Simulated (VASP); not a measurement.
Input of a VASP 6.6.1 run:

INCAR

```
SYSTEM = Ta
PREC = Accurate
ENCUT = 520
EDIFF = 1E-6
ISMEAR = -1
SIGMA = 0.01
LREAL = .FALSE.
LASPH = .TRUE.
NELM = 80
ALGO = Normal
ISIF = 2
LWAVE = .FALSE.
LCHARG = .FALSE.
GGA = PE
NBANDS = 12
```

File KPOINTS:

```
Automatic mesh
0
G
  13 13 13
  0 0 0
```

The input POSCAR:

```
Ta
1.0
   -1.6607181506      1.6607181506      1.6607181506
    1.6607181506     -1.6607181506      1.6607181506
    1.6607181506      1.6607181506     -1.6607181506
Ta
1
Direct
    0.0000000000      0.0000000000      0.0000000000
```

Potentials or basis: VASP PAW PBE potentials, release 64 (Ta_pv).

Run with:

```sh
$ cat potpaw_PBE.64/Ta_pv/POTCAR > POTCAR
$ mpirun -np 1 vasp_std > vasp.out
```

(1) Estimate the pressure.

## Answers

(1) 0.4 GPa.
